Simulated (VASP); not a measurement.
# AlRu (rocksalt type) (Fm-3m) in VASP: further runs

Runs on AlRu (rocksalt type). Level: PBE. Tasks: single point.

Everything below comes from runs of VASP 6.6.1. Logs are shortened: lines on timing, memory, paths and dates and some standing lists are left out, and cuts for length are marked.

### 1 The cell of the first run

Symmetry: Fm-3m, No. 225, cubic system. The conventional cell has a = 4.588 Å, b = 4.588 Å, c = 4.588 Å, α = 90.00°, β = 90.00°, γ = 90.00°. Within 3.0 Å of Ru (site symmetry m-3m) lie 6 Al at 2.29 Å. Al (site symmetry m-3m) has 6 Ru at 2.29 Å within 3.0 Å.

### 2 Single point, PBE

File INCAR:

```
PREC = Accurate
ENCUT = 520
EDIFF = 1E-7
ISMEAR = -1
SIGMA = 0.05
LREAL = False
LASPH = True
NELM = 80
ALGO = Normal
ISIF = 2
LWAVE = False
LCHARG = False
GGA = PE
NBANDS = 16
```

File KPOINTS:

```
Automatic mesh
0
Gamma
  14 14 14
```

File POSCAR:

```
AlRu
1.0
    0.0000000000      2.2941987362      2.2941987362
    2.2941987362      0.0000000000      2.2941987362
    2.2941987362      2.2941987362      0.0000000000
Ru Al
1 1
Direct
    0.0000000000      0.0000000000      0.0000000000
    0.5000000000      0.5000000000      0.5000000000
```

Potentials or basis: VASP PAW PBE potentials, release 64 (Ru_pv, Al).

Launch:

```sh
$ cat potpaw_PBE.64/Ru_pv/POTCAR potpaw_PBE.64/Al/POTCAR > POTCAR
$ mpirun -np 1 vasp_std > vasp.out
```

OUTCAR:

```text
PREC = Accurate
   ENCUT = 520
   EDIFF = 1E-7
   ISMEAR = -1
   LREAL = False
   LASPH = True
   NELM = 80
   ISIF = 2
   GGA = PE

 ion  position               nearest neighbor table
   1  0.000  0.000  0.000-   2 2.29   2 2.29   2 2.29   2 2.29   2 2.29   2 2.29
   2  0.500  0.500  0.500-   1 2.29   1 2.29   1 2.29   1 2.29   1 2.29   1 2.29

  LATTYP: Found a face centered cubic cell.
 ALAT       =     4.5883974724

  Lattice vectors:

 A1 = (   0.0000000000,   2.2941987362,   2.2941987362)
 A2 = (   2.2941987362,   0.0000000000,   2.2941987362)
 A3 = (   2.2941987362,   2.2941987362,   0.0000000000)

Analysis of symmetry for initial positions (statically):
=====================================================================
 Subroutine PRICEL returns:
 Original cell was already a primitive cell.

 Routine SETGRP: Setting up the symmetry group for a
 face centered cubic supercell.

 Subroutine GETGRP returns: Found 48 space group operations
 (whereof 48 operations were pure point group operations)
 out of a pool of 48 trial point group operations.

The static configuration has the point symmetry O_h .

Analysis of symmetry for dynamics (positions and initial velocities):
=====================================================================
 Subroutine PRICEL returns:
 Original cell was already a primitive cell.

 Routine SETGRP: Setting up the symmetry group for a
 face centered cubic supercell.

 Subroutine GETGRP returns: Found 48 space group operations
 (whereof 48 operations were pure point group operations)
 out of a pool of 48 trial point group operations.

The dynamic configuration has the point symmetry O_h .

 Subroutine INISYM returns: Found 48 space group operations
 (whereof 48 operations are pure point group operations),
 and found     1 'primitive' translations

----------------------------------------------------------------------------------------

                                     Primitive cell

  volume of cell :      24.1503

  direct lattice vectors                    reciprocal lattice vectors
     0.000000000  2.294198736  2.294198736    -0.217941014  0.217941014  0.217941014
     2.294198736  0.000000000  2.294198736     0.217941014 -0.217941014  0.217941014
     2.294198736  2.294198736  0.000000000     0.217941014  0.217941014 -0.217941014

  length of vectors
     3.244486968  3.244486968  3.244486968     0.377484910  0.377484910  0.377484910

  position of ions in fractional coordinates (direct lattice)
     0.000000000  0.000000000  0.000000000
     0.500000000  0.500000000  0.500000000

  ion indices of the primitive-cell ions
   primitive index   ion index
                 1           1
                 2           2

----------------------------------------------------------------------------------------

 KPOINTS: Automatic mesh

Automatic generation of k-mesh.
 Grid dimensions read from file:
 generate k-points for:   14   14   14

 Generating k-lattice:

  Cartesian coordinates                     Fractional coordinates (reciprocal lattice)
    -0.015567215  0.015567215  0.015567215     0.071428571  0.000000000  0.000000000
     0.015567215 -0.015567215  0.015567215     0.000000000  0.071428571  0.000000000
     0.015567215  0.015567215 -0.015567215     0.000000000  0.000000000  0.071428571

  Length of vectors
     0.026963208  0.026963208  0.026963208

  Shift w.r.t. Gamma in fractional coordinates (k-lattice)
     0.000000000  0.000000000  0.000000000

 Subroutine IBZKPT returns following result:
 ===========================================

 Found    104 irreducible k-points:

 Following reciprocal coordinates:
            Coordinates               Weight
  0.000000  0.000000  0.000000      1.000000
  0.071429  0.000000  0.000000      8.000000
  0.142857  0.000000  0.000000      8.000000
  0.214286  0.000000  0.000000      8.000000
  0.285714  0.000000  0.000000      8.000000
  0.357143  0.000000  0.000000      8.000000
[... 16 lines left out ...]
  0.214286  0.142857  0.000000     24.000000
  0.285714  0.142857  0.000000     24.000000
 [... further k-points ...]
   k-points           NKPTS =    104   k-points in BZ     NKDIM =    104   number of bands    NBANDS=     16
   number of dos      NEDOS =    301   number of ions     NIONS =      2
   total plane-waves  NPLWV =  13824
   dimension x,y,z NGX =    24 NGY =   24 NGZ =   24
   dimension x,y,z NGXF=    48 NGYF=   48 NGZF=   48
   ions per type =               1   1
   NGX,Y,Z   is equivalent  to a cutoff of  12.30, 12.30, 12.30 a.u.
   NGXF,Y,Z  is equivalent  to a cutoff of  24.59, 24.59, 24.59 a.u.
 SYSTEM =  unknown system
   PREC   = accura    normal or accurate (medium, high low for compatibility)
   ISTART =      0    job   : 0-new  1-cont  2-samecut
   ICHARG =      2    charge: 1-file 2-atom 10-const
   ISPIN  =      1    spin polarized calculation?
   LNONCOLLINEAR =      F non collinear calculations
   LSORBIT =      F    spin-orbit coupling
   LASPH  =      T    aspherical Exc in radial PAW
   ENCUT  =  520.0 eV  38.22 Ry    6.18 a.u.   6.03  6.03  6.03*2*pi/ulx,y,z
   NELM   =     80;   NELMIN=  2; NELMDL= -5     # of ELM steps
   EDIFF  = 0.1E-06   stopping-criterion for ELM
   LREAL  =      F    real-space projection
   EDIFFG = 0.1E-05   stopping-criterion for IOM
   NSW    =      0    number of steps for IOM
   IBRION =     -1    ionic relax: 0-MD 1-quasi-New 2-CG
   NFREE  =      0    steps in history (QN), initial steepest desc. (CG)
   ISIF   =      2    stress and relaxation
   ISYM   =      2    0-nonsym 1-usesym 2-fastsym
   POTIM  = 0.5000    time-step for ionic-motion
   TEBEG  =    0.0;   TEEND  =   0.0 temperature during run
   PSTRESS=    0.0 pullay stress
   NELECT =      17.0000    total number of electrons
   NUPDOWN=      -1.0000    fix difference up-down
   EMIN   =  10.00;   EMAX   =-10.00  energy-range for DOS
   EFERMI =   0.00;   METHOD = LEGACY
   ISMEAR =    -1;   SIGMA  =   0.05  broadening in eV -4-tet -1-fermi 0-gaus
   EFERMI_NEDOS =   21; number of points for ismear=-14 and -15
   IALGO  =     38    algorithm
   IMIX   =      4    mixing-type and parameters
     AMIX     =   0.40;   BMIX     =  1.00
     AMIX_MAG =   1.60;   BMIX_MAG =  1.00
  volume/ion in A,a.u.               =      12.08        81.49
  Fermi-wavevector in a.u.,A,eV,Ry     =   1.456297  2.752003 28.855268  2.120802
  Thomas-Fermi vector in A             =   2.573232
   LORBIT       =      0    0 simple, 1 ext, 2 COOP (PROOUT), +10 PAW based schemes
   GGA     = PE    functional components
   LHFCALC =     F    Hartree Fock is set to
   AEXX    =    0.0000 exact exchange contribution
   IVDW    =     0    specifies the selected vdW correction
   LEPSILON=     F    determine dielectric tensor
   LRPA    =     F    only Hartree local field effects (RPA)
 non-spin polarized calculation
  energy-cutoff  :      520.00
  volume of cell :       24.15
 maximum number of plane-waves:       663
   NGX = 13   NGY = 13   NGZ = 13

 number of electron      16.9999999 magnetization

 Free energy of the ion-electron system (eV)
  ---------------------------------------------------
  ext. energy  EPLUGINS =         0.00000000
  ---------------------------------------------------
  free energy    TOTEN  =       -11.65534690 eV

  energy without entropy =      -11.64170128  energy(sigma->0) =      -11.64852409

 E-fermi :  12.6634     XC(G=0): -13.0002

 val. band max:       12.6563552917   @ k =   0.5000   0.2857   0.0714
 cond. band min:      12.7058335933   @ k =  -0.2857   0.2143   0.0000
 fundamental gap:      0.0494783016
 Fermi energy:        12.6633890526

 k-point     1 :       0.0000    0.0000    0.0000
  band No.  band energies     occupation
      1     -29.4273      2.00000
      2     -29.4273      2.00000
      3     -29.4273      2.00000
      4       2.1148      2.00000
      5       9.6499      2.00000
      6       9.6499      2.00000
[... 8 lines left out ...]
     15      28.3568      0.00000
     16      28.3568      0.00000

 k-point     2 :       0.0714    0.0000    0.0000
  band No.  band energies     occupation
      1     -29.4370      2.00000
      2     -29.4289      2.00000
      3     -29.4289      2.00000
      4       2.2448      2.00000
      5       9.5584      2.00000
      6       9.6999      2.00000
[... 8 lines left out ...]
     15      27.9585      0.00000
     16      28.1196      0.00000

 k-point     3 :       0.1429    0.0000    0.0000
  band No.  band energies     occupation
      1     -29.4640      2.00000
      2     -29.4333      2.00000
      3     -29.4333      2.00000
      4       2.6264      2.00000
      5       9.3125      2.00000
      6       9.7102      2.00000
[... 8 lines left out ...]
     15      27.2849      0.00000
     16      27.3723      0.00000

 k-point     4 :       0.2143    0.0000    0.0000
  band No.  band energies     occupation
      1     -29.5029      2.00000
      2     -29.4397      2.00000
      3     -29.4397      2.00000
      4       3.2323      2.00000
      5       8.9775      2.00000
      6       9.5171      2.00000
[... 8 lines left out ...]
     15      26.2669      0.00000
     16      26.2669      0.00000

 k-point     5 :       0.2857    0.0000    0.0000
  band No.  band energies     occupation
      1     -29.5457      2.00000
      2     -29.4467      2.00000
      3     -29.4467      2.00000
      4       4.0105      2.00000
      5       8.6178      2.00000
      6       9.2666      2.00000
[... 8 lines left out ...]
     15      25.3566      0.00000
     16      25.3566      0.00000

 k-point     6 :       0.3571    0.0000    0.0000
  band No.  band energies     occupation
      1     -29.5840      2.00000
      2     -29.4531      2.00000
      3     -29.4531      2.00000
      4       4.8675      2.00000
      5       8.2739      2.00000
      6       9.0486      2.00000
[... 8 lines left out ...]
     15      25.3569      0.00000
     16      25.3569      0.00000
[... 267 lines left out ...]
 k-point    21 :      -0.0714    0.0714    0.0000
  band No.  band energies     occupation
      1     -29.4506      2.00000
      2     -29.4344      2.00000
      3     -29.4301      2.00000
      4       2.4583      2.00000
      5       9.4167      2.00000
      6       9.7176      2.00000
[... 8 lines left out ...]
     15      26.9796      0.00000
     16      27.9866      0.00000

 k-point    22 :       0.1429    0.1429    0.0000
  band No.  band energies     occupation
      1     -29.4646      2.00000
      2     -29.4407      2.00000
      3     -29.4407      2.00000
      4       2.7886      2.00000
      5       9.1748      2.00000
      6       9.6175      2.00000
[... 8 lines left out ...]
     15      26.9046      0.00000
     16      26.9046      0.00000

 k-point    23 :       0.2143    0.1429    0.0000
  band No.  band energies     occupation
      1     -29.4895      2.00000
      2     -29.4476      2.00000
      3     -29.4465      2.00000
      4       3.2258      2.00000
      5       8.9336      2.00000
      6       9.3104      2.00000
[... 8 lines left out ...]
     15      25.5395      0.00000
     16      26.5743      0.00000

 k-point    24 :       0.2857    0.1429    0.0000
  band No.  band energies     occupation
      1     -29.5237      2.00000
      2     -29.4550      2.00000
      3     -29.4538      2.00000
      4       3.8629      2.00000
      5       8.6423      2.00000
      6       9.0043      2.00000
[... 8 lines left out ...]
     15      25.3467      0.00000
     16      26.2856      0.00000

 [... further k-points ...]
[... 5 lines left out ...]
  --------------------------------------------------------------------------------------
  -------------------------------------------------------------------------------------
  Total        9.0889461      9.0889461      9.0889461      0.0000000      0.0000000     -0.0000000
  in kB      602.9773606    602.9773606    602.9773606      0.0000000      0.0000000     -0.0000000
  external PRESSURE =     602.9773606 kB  Pullay stress =       0.0000000 kB

 VOLUME and BASIS-vectors are now :
 -----------------------------------------------------------------------------
  energy-cutoff  :      520.00
  volume of cell :       24.15
      direct lattice vectors                 reciprocal lattice vectors
     0.000000000  2.294198736  2.294198736    -0.217941014  0.217941014  0.217941014
     2.294198736  0.000000000  2.294198736     0.217941014 -0.217941014  0.217941014
     2.294198736  2.294198736  0.000000000     0.217941014  0.217941014 -0.217941014

 POSITION                                       TOTAL-FORCE (eV/Angst)
 -----------------------------------------------------------------------------------
      0.00000      0.00000      0.00000         0.000000      0.000000     -0.000000
      2.29420      2.29420      2.29420         0.000000      0.000000      0.000000
 -----------------------------------------------------------------------------------
    total drift:                                0.000000     -0.000000     -0.000000

  FREE ENERGIE OF THE ION-ELECTRON SYSTEM (eV)
  ---------------------------------------------------
  free  energy   TOTEN  =       -11.6553468961 eV

  energy  without entropy=      -11.6417012790  energy(sigma->0) =      -11.64852409
```

It took 38 s on 1 thread of Intel Xeon 8259CL, shared host; peak memory 0.17 GiB.

Results:

```
Free energy            : -11.6553 eV
Pressure               : 60.3 GPa
Band gap on the k mesh : zero (an odd number of electrons rules out a gap without spin polarisation)
```

Caveat: the cell stands under pressure.

### 3 Single point, PBE

File INCAR:

```
SYSTEM = AlRu
ALGO = Normal
EDIFF = 1E-7
ENCUT = 520
GGA = PE
ISIF = 2
ISMEAR = -1
LASPH = .TRUE.
LCHARG = .FALSE.
LREAL = .FALSE.
LWAVE = .FALSE.
NBANDS = 16
NELM = 80
PREC = Accurate
SIGMA = 0.05
```

File KPOINTS:

```
k-points
0
G
  14 14 14
  0 0 0
```

File POSCAR:

```
AlRu
1.0
    0.0000000000      2.2935952955      2.2935952955
    2.2935952955      0.0000000000      2.2935952955
    2.2935952955      2.2935952955      0.0000000000
Ru Al
1 1
Direct
    0.0000000000      0.0000000000      0.0000000000
    0.5000000000      0.5000000000      0.5000000000
```

Potentials or basis: VASP PAW PBE potentials, release 64 (Ru_pv, Al).

Launch:

```sh
$ cat potpaw_PBE.64/Ru_pv/POTCAR potpaw_PBE.64/Al/POTCAR > POTCAR
$ mpirun -np 1 vasp_std > vasp.out
```

Wall time 41 s (1 thread of Intel Xeon 8259CL, shared host); peak memory 0.17 GiB.

Results (log left out):

```
Free energy            : -11.6481 eV
Pressure               : 60.6 GPa
Band gap on the k mesh : zero (an odd number of electrons rules out a gap without spin polarisation)
```

Levels at points of the mesh, in eV from the Fermi level:
| k point | band 5 | band 6 | band 7 | band 8 | band 9 | band 10 | band 11 | band 12 | band 13 | band 14 |
| --- | --- | --- | --- | --- | --- | --- | --- | --- | --- | --- |
| (0.00, 0.00, 0.00) | -3.02 | -3.02 | -3.02 | -2.45 | -2.45 | 7.95 | 7.95 | 7.95 | 9.95 | 12.68 |
| (0.50, 0.00, 0.00) | -4.84 | -3.81 | -3.81 | -0.47 | -0.47 | 2.02 | 7.88 | 8.78 | 8.78 | 12.68 |
| (0.50, 0.50, 0.00) | -5.09 | -3.01 | -1.37 | 0.11 | 0.11 | 2.95 | 2.95 | 3.11 | 11.81 | 12.16 |

Caveat: the cell stands under pressure.

### 4 Single point, PBE

This run uses another cell than the first one, of 15.46 Å³/atom.

File INCAR:

```
PREC = Accurate
ENCUT = 520
EDIFF = 1E-6
ISMEAR = -1
SIGMA = 0.05
LREAL = False
LASPH = True
NELM = 80
ALGO = Normal
ISIF = 2
LWAVE = False
LCHARG = False
GGA = PE
NBANDS = 16
```

File KPOINTS:

```
Automatic mesh
0
Gamma
  14 14 14
```

File POSCAR:

```
AlRu
1.0
    0.0000000000      2.4914371499      2.4914371499
    2.4914371499      0.0000000000      2.4914371499
    2.4914371499      2.4914371499      0.0000000000
Ru Al
1 1
Direct
    0.0000000000      0.0000000000      0.0000000000
    0.5000000000      0.5000000000      0.5000000000
```

Launch:

```sh
$ cat potpaw_PBE.64/Ru_pv/POTCAR potpaw_PBE.64/Al/POTCAR > POTCAR
$ mpirun -np 1 vasp_std > vasp.out
```

It took 76 s on 1 thread of Intel Xeon 8259CL, shared host; peak memory 0.19 GiB.

Results (log left out):

* Free energy: -12.6864 eV
* Pressure: 0.0 GPa
* Band gap on the k mesh: zero (an odd number of electrons rules out a gap without spin polarisation)

Levels at points of the mesh, in eV from the Fermi level:
```tsv
k point	band 6	band 7	band 8	band 9	band 10	band 11	band 12	band 13
(0.00, 0.00, 0.00)	-1.97	-1.97	-1.67	-1.67	6.56	6.56	6.56	10.08
(0.50, 0.00, 0.00)	-2.78	-2.78	-0.31	-0.31	1.29	7.35	7.95	7.95
(0.50, 0.50, 0.00)	-2.42	-0.94	0.10	0.10	2.18	2.42	2.42	8.48
```
